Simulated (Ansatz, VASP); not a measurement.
**Al in VASP and in Ansatz**

File INCAR:

```
ALGO = Normal
EDIFF = 1E-6
ENCUT = 520
GGA = CA
ISIF = 2
ISMEAR = 0
LASPH = True
LCHARG = False
LREAL = False
LWAVE = False
NBANDS = 10
NELM = 80
PREC = Accurate
SIGMA = 0.1
```

Contents of KPOINTS:

```
k-points
0
Gamma
  9 9 18
```

The input POSCAR:

```
Al
1.0
    4.1210459609      0.0000000000      0.0000000001
    0.0000000000      4.1210459609      0.0000000000
   -2.0605229805      0.0000000000      1.9208948599
Al
2
Direct
    0.0000000000      0.0000000000      0.0000000000
    0.5000000000      0.5000000000      0.0000000000
```

Input for Ansatz:

```yaml
crystal:
  lattice:
    - [4.1210459609, 0.0, 1.0e-10]
    - [0.0, 4.1210459609, 0.0]
    - [-2.0605229805, 0.0, 1.9208948599]
  atoms:
    - { symbol: Al, position: [0.0, 0.0, 0.0] }
    - { symbol: Al, position: [0.5, 0.5, 0.0] }
basis:
  ecutwfc: 420
kpoints:
  mp_grid: { grid: [9, 9, 18] }
hamiltonian:
  xc: lda
scf:
  occupations: { method: gaussian, width: 0.1 }
output:
  forces: true
  stress: true
  eigenvalues: true
  write_density: true
  write_potential: true
  elf: true
  volumetric_format: npy
```

Change from the starting cell: band edges of the strained film's bulk.

Alike in both runs: task single point; functional LDA; k mesh 9 × 9 × 18; occupations gaussian, width 0.1 eV; no spin polarisation.

|  | VASP | Ansatz |
| --- | --- | --- |
| version | VASP 6.6.1 | Ansatz 0.2.0 |
| potentials or method | VASP PAW LDA potentials, release 64 (Al), cutoff 520 eV | scalar-relativistic, plane waves, PAW |
| valence electrons in the cell | 6 | 6 |

VASP gave:

```
gap on the k mesh at the Fermi level (eV)                     : none
pressure (GPa)                                                : -2.1
traceless stress, the component that is largest in VASP (GPa) : 2.15
```

Question: What did Ansatz give for the same quantities?

Answer: gap on the k mesh at the Fermi level (eV): none; pressure (GPa): -2.1; traceless stress, the component that is largest in VASP (GPa): 2.13.

LDA's correlation is that of Perdew and Zunger in VASP and of Perdew and Wang (1992) in Ansatz. A gap of «none» marks a metal or a gap that the smearing closes.
